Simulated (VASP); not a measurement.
# AlN (P1) in VASP: further runs

Runs on AlN. Level: PBE. Tasks: single point, relaxation of cell and atoms.

Program: VASP 6.6.1. These are calculated values, not measurements. Logs are shortened: lines on timing, memory, paths and dates and some standing lists are left out, and cuts for length are marked.

## Step 1: The cell of the first run

The typed cell holds 6 atoms: a = 3.029 Å, b = 4.420 Å, c = 4.420 Å, α = 120.00°, β = 90.00°, γ = 90.00°.

## Step 2: Single point, PBE, collinear spin, ferromagnetic start

INCAR reads:

```
SYSTEM = AlN
ALGO     = Normal         ! electronic algorithm
EDIFF    = 1E-6           ! SCF threshold, eV
ENCUT    = 520            ! plane-wave cutoff, eV
GGA      = PE             ! functional
ISIF     = 2              ! what is computed and relaxed
ISMEAR   = 0              ! smearing method
ISPIN    = 2              ! spin polarisation
LASPH    = .True.         ! aspherical terms in the spheres
LCHARG   = .False.        ! write CHGCAR
LORBIT   = 11             ! projections on sites
LREAL    = .False.        ! projectors in reciprocal space
LWAVE    = .False.        ! write WAVECAR
MAGMOM   = 0 0 0 1 1 1    ! initial moments
NBANDS   = 25             ! bands
NELM     = 150            ! most SCF steps
PREC     = Accurate       ! precision mode
SIGMA    = 0.1            ! smearing width, eV
```

KPOINTS reads:

```
k-points
0
Gamma
  6 6 6
  0 0 0
```

POSCAR reads:

```
AlN
1.0
    3.0290553600      0.0000000000      0.0000000000
    0.0000000000      4.4196727300      0.0000000000
    0.0000000000     -2.2098363600      3.8275488600
Al N
3 3
Direct
    0.1512165900      0.8328629900      0.7667369600
    0.6536790200      0.6045542400      0.5015869500
    0.9870123500      0.8970327100      0.3954457600
    0.4845499300      0.9338739600      0.1671370100
    0.8178832600      0.2332630400      0.0661260400
    0.3203456800      0.4984130500      0.1029672900
```

Potentials or basis: VASP PAW PBE potentials, release 64 (Al, N).

The run is started by

```console
cat potpaw_PBE.64/Al/POTCAR potpaw_PBE.64/N/POTCAR > POTCAR
mpirun -np 1 vasp_std > vasp.out
```

OUTCAR:

```text
SYSTEM = AlN
   EDIFF = 1E-6
   ENCUT = 520
   GGA = PE
   ISIF = 2
   ISMEAR = 0
   ISPIN = 2
   LASPH = .True.
   LORBIT = 11
   LREAL = .False.
   NELM = 150
   PREC = Accurate

 ion  position               nearest neighbor table
   1  0.151  0.833  0.767-   2 1.87   3 1.87   2 1.88   5 1.89   4 1.89   3 2.69   3 3.11
   2  0.654  0.605  0.502-   1 1.87   5 1.87   3 1.88   6 1.88   1 1.88   6 2.56   3 2.56   3 3.09

   3  0.987  0.897  0.395-   4 1.87   1 1.87   2 1.88   6 1.88   4 1.88   2 2.56   6 2.56   1 2.69
                             2 3.09   1 3.11
   4  0.485  0.934  0.167-   3 1.87   3 1.88   1 1.89
   5  0.818  0.233  0.066-   2 1.87   1 1.89
   6  0.320  0.498  0.103-   3 1.88   2 1.88   2 2.56   3 2.56

  LATTYP: Found a hexagonal cell.
 ALAT       =     4.4196727300
 C/A-ratio  =     0.6853573884

  Lattice vectors:

 A1 = (   0.0000000000,   4.4196727300,   0.0000000000)
 A2 = (   0.0000000000,  -2.2098363600,   3.8275488600)
 A3 = (   3.0290553600,   0.0000000000,   0.0000000000)

Analysis of symmetry for initial positions (statically):
=====================================================================
 Subroutine PRICEL returns:
 Original cell was already a primitive cell.

 Routine SETGRP: Setting up the symmetry group for a
 hexagonal supercell.

 Subroutine GETGRP returns: Found  1 space group operations
 (whereof  1 operations were pure point group operations)
 out of a pool of 24 trial point group operations.

The static configuration has the point symmetry C_1 .

Analysis of symmetry for dynamics (positions and initial velocities):
=====================================================================
 Subroutine PRICEL returns:
 Original cell was already a primitive cell.

 Routine SETGRP: Setting up the symmetry group for a
 hexagonal supercell.

 Subroutine GETGRP returns: Found  1 space group operations
 (whereof  1 operations were pure point group operations)
 out of a pool of 24 trial point group operations.

The dynamic configuration has the point symmetry C_1 .

Analysis of structural, dynamic, and magnetic symmetry:
=====================================================================
 Subroutine PRICEL returns:
 Original cell was already a primitive cell.

 Routine SETGRP: Setting up the symmetry group for a
 hexagonal supercell.

 Subroutine GETGRP returns: Found  1 space group operations
 (whereof  1 operations were pure point group operations)
 out of a pool of 24 trial point group operations.

The overall configuration has the point symmetry C_1 .

 Subroutine INISYM returns: Found  1 space group operations
 (whereof  1 operations are pure point group operations),
 and found     1 'primitive' translations

----------------------------------------------------------------------------------------

                                     Primitive cell

  volume of cell :      51.2411

  direct lattice vectors                    reciprocal lattice vectors
     3.029055360  0.000000000  0.000000000     0.330135927  0.000000000  0.000000000
     0.000000000  4.419672730  0.000000000     0.000000000  0.226261097  0.130631905
     0.000000000 -2.209836360  3.827548860     0.000000000  0.000000000  0.261263810

  length of vectors
     3.029055360  4.419672730  4.419672727     0.330135927  0.261263810  0.261263810

  position of ions in fractional coordinates (direct lattice)
     0.151216590  0.832862990  0.766736960
     0.653679020  0.604554240  0.501586950
     0.987012350  0.897032710  0.395445760
     0.484549930  0.933873960  0.167137010
     0.817883260  0.233263040  0.066126040
     0.320345680  0.498413050  0.102967290

  ion indices of the primitive-cell ions
   primitive index   ion index
                 1           1
                 2           2
                 3           3
                 4           4
                 5           5
                 6           6

----------------------------------------------------------------------------------------

 KPOINTS: k-points

Automatic generation of k-mesh.
 Grid dimensions read from file:
 generate k-points for:    6    6    6

 Generating k-lattice:

  Cartesian coordinates                     Fractional coordinates (reciprocal lattice)
     0.055022655  0.000000000  0.000000000     0.166666667  0.000000000  0.000000000
     0.000000000  0.037710183  0.021771984     0.000000000  0.166666667  0.000000000
     0.000000000  0.000000000  0.043543968     0.000000000  0.000000000  0.166666667

  Length of vectors
     0.055022655  0.043543968  0.043543968

  Shift w.r.t. Gamma in fractional coordinates (k-lattice)
     0.000000000  0.000000000  0.000000000

 Subroutine IBZKPT returns following result:
 ===========================================

 Found    112 irreducible k-points:

 Following reciprocal coordinates:
            Coordinates               Weight
  0.000000  0.000000  0.000000      1.000000
  0.166667  0.000000  0.000000      2.000000
  0.333333  0.000000  0.000000      2.000000
  0.500000  0.000000  0.000000      1.000000
  0.000000  0.166667  0.000000      2.000000
  0.000000  0.000000  0.166667      2.000000
[... 16 lines left out ...]
  0.000000  0.333333 -0.000000      2.000000
  0.000000  0.000000  0.333333      2.000000
 [... further k-points ...]
   k-points           NKPTS =    112   k-points in BZ     NKDIM =    112   number of bands    NBANDS=     25
   number of dos      NEDOS =    301   number of ions     NIONS =      6
   total plane-waves  NPLWV =  31104
   dimension x,y,z NGX =    24 NGY =   36 NGZ =   36
   dimension x,y,z NGXF=    48 NGYF=   72 NGZF=   72
   ions per type =               3   3
   NGX,Y,Z   is equivalent  to a cutoff of  13.17, 13.54, 13.54 a.u.
   NGXF,Y,Z  is equivalent  to a cutoff of  26.34, 27.08, 27.08 a.u.
 SYSTEM =  AlN
   PREC   = accura    normal or accurate (medium, high low for compatibility)
   ISTART =      0    job   : 0-new  1-cont  2-samecut
   ICHARG =      2    charge: 1-file 2-atom 10-const
   ISPIN  =      2    spin polarized calculation?
   LNONCOLLINEAR =      F non collinear calculations
   LSORBIT =      F    spin-orbit coupling
   LASPH  =      T    aspherical Exc in radial PAW
   ENCUT  =  520.0 eV  38.22 Ry    6.18 a.u.   5.63  8.22  8.22*2*pi/ulx,y,z
   NELM   =    150;   NELMIN=  2; NELMDL= -5     # of ELM steps
   EDIFF  = 0.1E-05   stopping-criterion for ELM
   LREAL  =      F    real-space projection
   EDIFFG = 0.1E-04   stopping-criterion for IOM
   NSW    =      0    number of steps for IOM
   IBRION =     -1    ionic relax: 0-MD 1-quasi-New 2-CG
   NFREE  =      0    steps in history (QN), initial steepest desc. (CG)
   ISIF   =      2    stress and relaxation
   ISYM   =      2    0-nonsym 1-usesym 2-fastsym
   POTIM  = 0.5000    time-step for ionic-motion
   TEBEG  =    0.0;   TEEND  =   0.0 temperature during run
   PSTRESS=    0.0 pullay stress
   NELECT =      24.0000    total number of electrons
   NUPDOWN=      -1.0000    fix difference up-down
   EMIN   =  10.00;   EMAX   =-10.00  energy-range for DOS
   EFERMI =   0.00;   METHOD = LEGACY
   ISMEAR =     0;   SIGMA  =   0.10  broadening in eV -4-tet -1-fermi 0-gaus
   EFERMI_NEDOS =   21; number of points for ismear=-14 and -15
   IALGO  =     38    algorithm
   IMIX   =      4    mixing-type and parameters
     AMIX     =   0.40;   BMIX     =  1.00
     AMIX_MAG =   1.60;   BMIX_MAG =  1.00
  volume/ion in A,a.u.               =       8.54        57.63
  Fermi-wavevector in a.u.,A,eV,Ry     =   1.271372  2.402544 21.992268  1.616386
  Thomas-Fermi vector in A             =   2.404308
   LORBIT       =     11    0 simple, 1 ext, 2 COOP (PROOUT), +10 PAW based schemes
   GGA     = PE    functional components
   LHFCALC =     F    Hartree Fock is set to
   AEXX    =    0.0000 exact exchange contribution
   IVDW    =     0    specifies the selected vdW correction
   LEPSILON=     F    determine dielectric tensor
   LRPA    =     F    only Hartree local field effects (RPA)
 spin polarized calculation
 Gauss-broadening in eV      SIGMA  =   0.10
  energy-cutoff  :      520.00
  volume of cell :       51.24
 maximum number of plane-waves:      1397
 NGX is ok and might be reduce to    24
   NGX = 11   NGY = 17   NGZ = 17

 number of electron      24.0000000 magnetization       0.0001422

 number of electron      24.0000000 magnetization      -0.0000335

 Free energy of the ion-electron system (eV)
  ---------------------------------------------------
  ext. energy  EPLUGINS =         0.00000000
  ---------------------------------------------------
  free energy    TOTEN  =       -16.04307029 eV

  energy without entropy =      -16.03304004  energy(sigma->0) =      -16.03805517

 E-fermi :  10.9287     XC(G=0): -12.0486

 val. band max:       10.9258671067   @ k =   0.5000   0.0000   0.0000
 cond. band min:      10.9475090294   @ k =   0.3333  -0.1667   0.0000
 fundamental gap:      0.0216419228
 Fermi energy:        10.9286551363

 spin component 1

 k-point     1 :       0.0000    0.0000    0.0000
  band No.  band energies     occupation
      1      -9.5126      1.00000
      2      -4.2583      1.00000
      3      -3.2329      1.00000
      4       1.9012      1.00000
      5       2.6912      1.00000
      6       4.4503      1.00000
[... 16 lines left out ...]
     23      22.6111      0.00000
     24      23.9018      0.00000

 k-point     2 :       0.1667    0.0000    0.0000
  band No.  band energies     occupation
      1      -9.1927      1.00000
      2      -4.2466      1.00000
      3      -3.2007      1.00000
      4       1.8647      1.00000
      5       2.7182      1.00000
      6       3.3592      1.00000
[... 586 lines left out ...]
 k-point    24 :       0.0000    0.0000    0.3333
  band No.  band energies     occupation
      1      -9.2373      1.00000
      2      -4.4122      1.00000
      3      -3.6533      1.00000
      4      -0.3612      1.00000
      5       4.3014      1.00000
      6       5.2608      1.00000
[... 16 lines left out ...]
     23      23.2285      0.00000
     24      24.0682      0.00000

 [... further k-points ...]

 spin component 2

 k-point     1 :       0.0000    0.0000    0.0000
  band No.  band energies     occupation
      1      -9.5126      1.00000
      2      -4.2583      1.00000
      3      -3.2330      1.00000
      4       1.9012      1.00000
      5       2.6912      1.00000
      6       4.4503      1.00000
[... 16 lines left out ...]
     23      22.6111      0.00000
     24      23.9018      0.00000

 k-point     2 :       0.1667    0.0000    0.0000
  band No.  band energies     occupation
      1      -9.1927      1.00000
      2      -4.2467      1.00000
      3      -3.2007      1.00000
      4       1.8647      1.00000
      5       2.7181      1.00000
      6       3.3592      1.00000
[... 586 lines left out ...]
 k-point    24 :       0.0000    0.0000    0.3333
  band No.  band energies     occupation
      1      -9.2373      1.00000
      2      -4.4122      1.00000
      3      -3.6533      1.00000
      4      -0.3612      1.00000
      5       4.3014      1.00000
      6       5.2608      1.00000
[... 16 lines left out ...]
     23      23.2285      0.00000
     24      24.0682      0.00000

 [... further k-points ...]

 [bands above 24 left out]

------------------------ aborting loop because EDIFF is reached ----------------------------------------

  FORCE on cell =-STRESS in cart. coord.  units (eV):
  Direction    XX          YY          ZZ          XY          YZ          ZX
  --------------------------------------------------------------------------------------
  -------------------------------------------------------------------------------------
  Total       47.4214284     37.7685549     41.2314870      5.7028573     -8.0090241      1.3797226
  in kB     1482.7473199   1180.9265447   1289.2036129    178.3138265   -250.4217904     43.1404123
  external PRESSURE =    1317.6258259 kB  Pullay stress =       0.0000000 kB

 VOLUME and BASIS-vectors are now :
 -----------------------------------------------------------------------------
  energy-cutoff  :      520.00
  volume of cell :       51.24
      direct lattice vectors                 reciprocal lattice vectors
     3.029055360  0.000000000  0.000000000     0.330135927  0.000000000  0.000000000
     0.000000000  4.419672730  0.000000000     0.000000000  0.226261097  0.130631905
     0.000000000 -2.209836360  3.827548860     0.000000000  0.000000000  0.261263810

 POSITION                                       TOTAL-FORCE (eV/Angst)
 -----------------------------------------------------------------------------------
      0.45804      1.98662      2.93472         2.791391     -1.338501     21.260089
      1.98003      1.56351      1.91985        -5.585736    -15.795216     -9.528666
      2.98972      3.09072      1.51359         1.857104     16.886672     -9.396701
      1.46773      3.75807      0.63973         1.381175      0.054331     -0.252221
      2.47741      0.88482      0.25310         1.821025      0.877979      0.883777
      0.97034      1.97528      0.39411        -2.264958     -0.685265     -2.966278
 -----------------------------------------------------------------------------------
    total drift:                               -0.000258     -0.000107      0.000015

  FREE ENERGIE OF THE ION-ELECTRON SYSTEM (eV)
  ---------------------------------------------------
  free  energy   TOTEN  =       -16.0430702895 eV

  energy  without entropy=      -16.0330400443  energy(sigma->0) =      -16.03805517

 total charge

# of ion       s       p       d       tot
------------------------------------------
    1        0.588   0.686   0.000   1.273
    2        0.611   0.686   0.000   1.297
    3        0.531   0.591   0.000   1.122
    4        1.327   2.427   0.000   3.754
    5        1.360   2.278   0.000   3.638
    6        1.370   2.270   0.000   3.640
--------------------------------------------------
tot          5.787   8.938   0.000  14.725

 magnetization (x)

# of ion       s       p       d       tot
------------------------------------------
    1        0.000   0.000   0.000   0.000
    2        0.000   0.000   0.000   0.000
    3       -0.000   0.000   0.000   0.000
    4        0.000  -0.000   0.000  -0.000
    5       -0.000  -0.000   0.000  -0.000
    6       -0.000  -0.000   0.000  -0.000
--------------------------------------------------
tot         -0.000  -0.000   0.000  -0.000
```

It took 3.8 min on 1 thread of Intel Xeon Platinum 8375C at 2.90GHz (Ice Lake), shared host; peak memory 0.32 GiB.

Results:

```yaml
Free_energy: -16.0431 eV
Pressure: 131.8 GPa
Largest_force: 21.484 eV/Å
Band_gap_on_the_k_mesh: zero (filled and empty bands overlap)
Net_moment: 0.00 μB per cell
Valence_electrons_inside_the_program's_atomic_spheres: Al 1.27, 1.30, 1.12; N 3.75, 3.64
```

Forces in eV/Å, atoms in the order of the input:
```
Al    2.791  -1.339  21.260
Al   -5.586 -15.795  -9.529
Al    1.857  16.887  -9.397
N     1.381   0.054  -0.252
N     1.821   0.878   0.884
N    -2.265  -0.685  -2.966
```

Caveat: forces of over 1 eV/Å act on the atoms, so gaps and moduli don't describe the material at rest.

## Step 3: Relaxation of cell and atoms, PBE

This run uses another cell than the first one, of 11.04 Å³/atom, 1.293 times its volume.

INCAR reads:

```
PREC = Accurate ; ENCUT = 600
EDIFF = 1E-6 ; ISMEAR = 0
SIGMA = 0.02 ; LREAL = False
LASPH = True ; NELM = 80
ALGO = Normal ; ISIF = 3
LWAVE = False ; LCHARG = False
GGA = PE ; IBRION = 2
NSW = 100 ; EDIFFG = -0.01
```

KPOINTS reads:

```
regular mesh
0
Gamma
  8 6 6
```

POSCAR reads:

```
AlN
1.0
    3.2566400478      0.0000000000      0.0000000000
    0.2993186195      4.7714344203      0.0000000000
    0.5745659395      2.3199107266      4.2643169559
Al N
3 3
Direct
    0.3316325941      0.8963453890      0.9061674345
    0.5823916545      0.1460698071      0.2720605672
    0.9334340327      0.5031865061      0.4856177589
    0.4405199732      0.7428495942      0.3367797452
    0.9807693551      0.2667133436      0.9178419650
    0.1459392204      0.4448353400      0.0815325392
```

Potentials or basis: VASP PAW PBE potentials, release 64 (Al, N).

The run is started by

```console
cat potpaw_PBE.64/Al/POTCAR potpaw_PBE.64/N/POTCAR > POTCAR
mpirun -np 1 vasp_std > vasp.out
```

Run time: 6.8 min. Hardware: 1 thread of Intel Xeon Platinum 8375C at 2.90GHz (Ice Lake), shared host; peak memory 0.31 GiB.

The run converged. Its results:

```
Free energy                            : -38.7090 eV
Relaxed volume                         : 11.02 Å³/atom
Relaxed cell                           : a = 3.255 Å, b = 4.777 Å, c = 4.886 Å, α = 61.23°, β = 83.19°, γ = 86.32°
Space group after relaxing (to 0.05 Å) : P1 (No. 1)
Energy gained by relaxing              : 0.1 meV/atom
Ionic steps                            : 6
Pressure after relaxing                : 0.0 GPa
Largest force after relaxing           : 0.007 eV/Å
Band gap on the k mesh                 : 0.68 eV, indirect (least direct gap 0.73 eV)
```

Forces on the atoms (eV/Å):
```
Al   0.006 -0.001  0.003
Al  -0.007  0.001  0.000
Al   0.000 -0.003 -0.004
N    0.004 -0.001  0.002
N   -0.004  0.005  0.000
N    0.000  0.000 -0.001
```

Step by step:
| step | energy change (eV) | largest force (eV/Å) | pressure (GPa) | volume (Å³) |
| --- | --- | --- | --- | --- |
| 1 | 0.0000 | 0.0321 | -0.29 | 66.26 |
| 2 | -0.0002 | 0.0325 | 0.17 | 66.07 |
| 3 | -0.0002 | 0.0251 | 0.06 | 66.12 |
| 4 | -0.0003 | 0.0126 | 0.00 | 66.12 |
| 5 | -0.0003 | 0.0149 | -0.02 | 66.13 |
| 6 | -0.0003 | 0.0073 | 0.01 | 66.11 |

Final structure:
```yaml
crystal:
  lattice:
    - [3.25454, 0.00249, 0.00077]
    - [0.30278, 4.76700, 0.00080]
    - [0.57697, 2.31874, 4.26216]
  atoms:
    - { symbol: Al, position: [0.33192, 0.89676, 0.90592] }
    - { symbol: Al, position: [0.58203, 0.14601, 0.27213] }
    - { symbol: Al, position: [0.93407, 0.50281, 0.48545] }
    - { symbol: N, position: [0.44065, 0.74264, 0.33697] }
    - { symbol: N, position: [0.98047, 0.26651, 0.91785] }
    - { symbol: N, position: [0.14556, 0.44527, 0.08167] }
```

Levels at points of the mesh, in eV from the valence-band top:
```tsv
k point	band 8	band 9	band 10	band 11	band 12	band 13	band 14	band 15	band 16
(0.00, 0.00, 0.00)	-4.53	-3.05	-2.48	-1.51	-1.43	2.96	3.65	4.48	5.25
(0.50, 0.00, 0.00)	-4.44	-4.01	-3.34	-2.40	-1.21	1.00	2.38	4.05	5.60
(0.00, 0.50, 0.00)	-3.76	-3.48	-3.01	-2.06	-0.67	2.27	3.92	4.37	5.72
(0.50, 0.50, 0.00)	-4.18	-3.58	-2.37	-1.62	-0.95	2.02	3.01	3.98	5.53
(0.00, 0.00, 0.50)	-3.88	-3.17	-2.67	-2.14	-1.12	2.41	4.03	4.67	5.90
(0.50, 0.00, 0.50)	-4.37	-3.43	-2.38	-1.80	-0.48	1.35	3.64	4.28	5.01
(0.00, 0.50, 0.50)	-3.43	-3.38	-2.07	-1.84	-0.98	2.09	3.33	4.36	4.90
(0.50, 0.50, 0.50)	-4.73	-4.29	-2.23	-2.16	-0.12	0.68	3.29	4.10	5.38
```
